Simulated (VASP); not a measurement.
# Nb (Fm-3m) in VASP: settings compared, part 2 of 2

VASP 6.6.1.

## 3. Single point, PBEsol-based global hybrid

This run uses another cell than the first one, of 18.32 Å³/atom, 0.949 times its volume.

Contents of POSCAR:

```
Nb
1.0
    0.0000000000      2.0924908621      2.0924908621
    2.0924908621      0.0000000000      2.0924908621
    2.0924908621      2.0924908621      0.0000000000
Nb
1
Direct
    0.0000000000      0.0000000000      0.0000000000
```

Contents of INCAR.step1:

```
SYSTEM = Nb
PREC = Accurate
ENCUT = 520
EDIFF = 1E-5
ISMEAR = -1
SIGMA = 0.05
LREAL = .FALSE.
LASPH = .TRUE.
NELM = 80
ALGO = Normal
ISIF = 2
LWAVE = .TRUE.
LCHARG = .FALSE.
NBANDS = 12
GGA = PE
```

Contents of INCAR.step2:

```
SYSTEM = Nb
PREC = Accurate
ENCUT = 520
EDIFF = 1E-6
ISMEAR = -1
SIGMA = 0.05
LREAL = .FALSE.
LASPH = .TRUE.
NELM = 80
ALGO = Normal
ISIF = 2
LWAVE = .FALSE.
LCHARG = .FALSE.
GGA = PS
LHFCALC = .TRUE.
AEXX = 0.25
PRECFOCK = Normal
NBANDS = 12
ISTART = 1
```

Contents of KPOINTS:

```
Automatic mesh
0
G
  6 6 6
  0 0 0
```

Potentials or basis: VASP PAW PBE potentials, release 64 (Nb_sv).

Command:

```bash
$ cat potpaw_PBE.64/Nb_sv/POTCAR > POTCAR
$ cp INCAR.step1 INCAR
$ mpirun -np 1 vasp_std > vasp.out
$ cp INCAR.step2 INCAR
$ mpirun -np 1 vasp_std > vasp.out
```

OUTCAR:

```text
SYSTEM = Nb
   PREC = Accurate
   ENCUT = 520
   EDIFF = 1E-6
   ISMEAR = -1
   LREAL = .FALSE.
   LASPH = .TRUE.
   NELM = 80
   ISIF = 2
   GGA = PS
   LHFCALC = .TRUE.
   AEXX = 0.25
   PRECFOCK = Normal
   ISTART = 1

 ion  position               nearest neighbor table
   1  0.000  0.000  0.000-

  LATTYP: Found a face centered cubic cell.
 ALAT       =     4.1849817242

  Lattice vectors:

 A1 = (   0.0000000000,   2.0924908621,   2.0924908621)
 A2 = (   2.0924908621,   0.0000000000,   2.0924908621)
 A3 = (   2.0924908621,   2.0924908621,   0.0000000000)

Analysis of symmetry for initial positions (statically):
=====================================================================
 Subroutine PRICEL returns:
 Original cell was already a primitive cell.

 Routine SETGRP: Setting up the symmetry group for a
 face centered cubic supercell.

 Subroutine GETGRP returns: Found 48 space group operations
 (whereof 48 operations were pure point group operations)
 out of a pool of 48 trial point group operations.

The static configuration has the point symmetry O_h .

Analysis of symmetry for dynamics (positions and initial velocities):
=====================================================================
 Subroutine PRICEL returns:
 Original cell was already a primitive cell.

 Routine SETGRP: Setting up the symmetry group for a
 face centered cubic supercell.

 Subroutine GETGRP returns: Found 48 space group operations
 (whereof 48 operations were pure point group operations)
 out of a pool of 48 trial point group operations.

The dynamic configuration has the point symmetry O_h .

 Subroutine INISYM returns: Found 48 space group operations
 (whereof 48 operations are pure point group operations),
 and found     1 'primitive' translations

[... 112 lines left out ...]
   NKREDX  =     1    reduce k-point grid by
   NKREDY  =     1    reduce k-point grid by
   NKREDZ  =     1    reduce k-point grid by
   AEXX    =    0.2500 exact exchange contribution
   HFSCREEN=    0.0000 screening length (either q_TF or 0.3 A-1)
   HFSCREENC=   0.0000 screening length for correlation (either q_TF or 0.3 A-1)
   ENCUTFOCK=  -1.0 apply spherical cutoff to Coloumb kernel
   IVDW    =     0    specifies the selected vdW correction
   LEPSILON=     F    determine dielectric tensor
   LRPA    =     F    only Hartree local field effects (RPA)
 non-spin polarized calculation
  energy-cutoff  :      520.00
  volume of cell :       18.32
 maximum number of plane-waves:       531
 NGX is ok and might be reduce to    24
  NGX = 18; NGY = 18; NGZ = 18

 number of electron      13.0000001 magnetization

 Free energy of the ion-electron system (eV)
  ---------------------------------------------------
  ext. energy  EPLUGINS =         0.00000000
  ---------------------------------------------------
  free energy    TOTEN  =       -13.09384695 eV

  energy without entropy =      -13.08788954  energy(sigma->0) =      -13.09086824

 E-fermi :  11.2729     XC(G=0):  -9.8563

 val. band max:       10.9784344417   @ k =   0.3333   0.1667   0.0000
 cond. band min:      11.3388430718   @ k =   0.5000   0.1667   0.0000
 fundamental gap:      0.3604086301
 Fermi energy:        11.2728565712

 k-point     1 :       0.0000    0.0000    0.0000
  band No.  band energies     occupation
      1     -47.9786      2.00000
      2     -21.8225      2.00000
      3     -21.8225      2.00000
      4     -21.8225      2.00000
      5       3.3093      2.00000
      6      11.8071      0.00005
      7      11.8071      0.00005
      8      11.8072      0.00005
      9      15.0724      0.00000
     10      15.0724      0.00000
     11      23.9701      0.00000
     12      29.2587      0.00000
[... 211 lines left out ...]
 k-point    16 :      -0.3333    0.5000    0.1667
  band No.  band energies     occupation
      1     -47.6578      2.00000
      2     -22.9650      2.00000
      3     -22.5331      2.00000
      4     -22.3370      2.00000
      5       6.9888      2.00000
      6       7.8410      2.00000
      7      11.8043      0.00005
      8      14.8397      0.00000
      9      17.7041      0.00000
     10      21.1438      0.00000
     11      23.5267      0.00000
     12      23.6342      0.00000

------------------------ aborting loop because EDIFF is reached ----------------------------------------

  FORCE on cell =-STRESS in cart. coord.  units (eV):
  Direction    XX          YY          ZZ          XY          YZ          ZX
  --------------------------------------------------------------------------------------
  -------------------------------------------------------------------------------------
  Total       -0.4118852     -0.4118852     -0.4118852     -0.0000000     -0.0000000     -0.0000000
  in kB      -36.0135636    -36.0135636    -36.0135636     -0.0000000     -0.0000000     -0.0000000
  external PRESSURE =     -36.0135636 kB  Pullay stress =       0.0000000 kB

 VOLUME and BASIS-vectors are now :
 -----------------------------------------------------------------------------
  energy-cutoff  :      520.00
  volume of cell :       18.32
      direct lattice vectors                 reciprocal lattice vectors
     0.000000000  2.092490862  2.092490862    -0.238949670  0.238949670  0.238949670
     2.092490862  0.000000000  2.092490862     0.238949670 -0.238949670  0.238949670
     2.092490862  2.092490862  0.000000000     0.238949670  0.238949670 -0.238949670

 POSITION                                       TOTAL-FORCE (eV/Angst)
 -----------------------------------------------------------------------------------
      0.00000      0.00000      0.00000         0.000000     -0.000000      0.000000
 -----------------------------------------------------------------------------------
    total drift:                               -0.000000     -0.000000     -0.000000

  FREE ENERGIE OF THE ION-ELECTRON SYSTEM (eV)
  ---------------------------------------------------
  free  energy   TOTEN  =       -13.0938469512 eV

  energy  without entropy=      -13.0878895381  energy(sigma->0) =      -13.09086824
```

OUTCAR.step1:

```text
SYSTEM = Nb
   PREC = Accurate
   ENCUT = 520
   EDIFF = 1E-5
   ISMEAR = -1
   LREAL = .FALSE.
[... 447 lines left out ...]
 -----------------------------------------------------------------------------------
      0.00000      0.00000      0.00000         0.000000      0.000000     -0.000000
 -----------------------------------------------------------------------------------
    total drift:                               -0.000000      0.000000      0.000000

  FREE ENERGIE OF THE ION-ELECTRON SYSTEM (eV)
  ---------------------------------------------------
  free  energy   TOTEN  =        -9.8983868855 eV

  energy  without entropy=       -9.8866793799  energy(sigma->0) =       -9.89253313
```

OSZICAR.step1:

```text
N       E                     dE             d eps       ncg     rms          rms(c)
DAV:   1     0.117290498227E+03    0.11729E+03   -0.75111E+03   384   0.109E+03
DAV:   2    -0.564168090282E+01   -0.12293E+03   -0.11907E+03   416   0.392E+02
DAV:   3    -0.100785313581E+02   -0.44369E+01   -0.42310E+01   556   0.663E+01
DAV:   4    -0.103399641675E+02   -0.26143E+00   -0.26046E+00   524   0.145E+01
DAV:   5    -0.103470078624E+02   -0.70437E-02   -0.70395E-02   572   0.226E+00    0.684E+00
DAV:   6    -0.994373433067E+01    0.40327E+00   -0.62923E-01   596   0.100E+01    0.244E+00
DAV:   7    -0.989330637758E+01    0.50428E-01   -0.20436E-01   620   0.567E+00    0.103E+00
DAV:   8    -0.989831435827E+01   -0.50080E-02   -0.13806E-02   460   0.157E+00    0.350E-02
DAV:   9    -0.989837058341E+01   -0.56225E-04   -0.89678E-04   624   0.290E-01    0.430E-02
DAV:  10    -0.989839133303E+01   -0.20750E-04   -0.18816E-05   388   0.605E-02    0.160E-02
DAV:  11    -0.989838688546E+01    0.44476E-05   -0.56586E-06   300   0.429E-02
   1 F= -.98983869E+01 E0= -.98925331E+01  d E =-.117075E-01
```

Run time: 14 min. Hardware: 1 thread of Intel Xeon Platinum 8559C (Emerald Rapids), shared host; peak memory 0.15 GiB.

Results:

```
Free energy : -13.0938 eV
Pressure    : -3.6 GPa
```

Caveat: the k points lie up to 0.43 Å⁻¹ apart; the PAW data sets were made with another functional, which shifts forces and pressure a little.

## 4. Single point, PBE0

This run uses another cell than the first one, of 18.70 Å³/atom, 0.969 times its volume.

Contents of POSCAR:

```
Nb
1.0
    0.0000000000      2.1065511086      2.1065511086
    2.1065511086      0.0000000000      2.1065511086
    2.1065511086      2.1065511086      0.0000000000
Nb
1
Direct
    0.0000000000      0.0000000000      0.0000000000
```

Contents of INCAR.step1:

```
  PREC = Accurate
  ENCUT = 520
  EDIFF = 1E-5
  ISMEAR = -1
  SIGMA = 0.05
  LREAL = False
  LASPH = True
  NELM = 80
  ALGO = Normal
  ISIF = 2
  LWAVE = True
  GGA = PE
  NBANDS = 12
```

Contents of INCAR.step2:

```
  PREC = Accurate
  ENCUT = 520
  EDIFF = 1E-7
  ISMEAR = -1
  SIGMA = 0.05
  LREAL = False
  LASPH = True
  NELM = 80
  ALGO = Normal
  ISIF = 2
  LWAVE = False
  LCHARG = True
  GGA = PE
  LHFCALC = True
  AEXX = 0.25
  PRECFOCK = Normal
  LELF = True
  LVHAR = True
  ISTART = 1
  NBANDS = 12
```

Contents of KPOINTS:

```
regular mesh
0
Gamma
  6 6 6
```

Command:

```bash
$ cat potpaw_PBE.64/Nb_sv/POTCAR > POTCAR
$ cp INCAR.step1 INCAR
$ mpirun -np 1 vasp_std > vasp.out
$ cp INCAR.step2 INCAR
$ mpirun -np 1 vasp_std > vasp.out
```

Wall time 11 min (1 thread of Intel Xeon Platinum 8559C (Emerald Rapids), shared host); peak memory 0.15 GiB.

Results (log left out):

```
Free energy : -12.6138 eV
Pressure    : -3.2 GPa
```

Levels at points of the mesh, in eV from the Fermi level:
```csv
k point,band 4,band 5,band 6,band 7,band 8,band 9
"(0.00, 0.00, 0.00)",-33.19,-7.88,0.58,0.58,0.58,3.77
"(0.50, 0.00, 0.00)",-33.35,-5.11,0.43,0.43,1.26,5.73
"(0.50, 0.50, 0.00)",-33.64,-5.25,-4.52,4.04,5.87,6.30
```

Caveat: the k points lie up to 0.43 Å⁻¹ apart; the PAW data sets were made with another functional, which shifts forces and pressure a little.

## 5. The runs side by side

| level | cell | k mesh | cutoff (eV) | grid for exact exchange (PRECFOCK) | share of exact exchange | gap on the mesh (eV) | pressure (GPa) |
| --- | --- | --- | --- | --- | --- | --- | --- |
| r2SCAN | a = 3.011 Å, angles 60.0°, 1 atom | 11 × 11 × 11 | 550 | - | - | none | -5.4 |
| PBEsol-based global hybrid | a = 2.959 Å, angles 60.0°, 1 atom | 6 × 6 × 6 | 520 | Normal | 0.25 | none | -3.6 |
| PBE0 | a = 2.979 Å, angles 60.0°, 1 atom | 6 × 6 × 6 | 520 | Normal | - | none | -3.2 |

Alike in all rows: task single point; potentials or basis VASP PAW PBE potentials, release 64 (Nb_sv); no spin polarisation; smearing fermi-dirac 0.05 eV.

Caveats: some runs use coarse meshes; the PAW data sets were made with another functional, which shifts forces and pressure a little.

Total energies depend on the potentials used, so only differences within one code and one set of settings carry meaning.
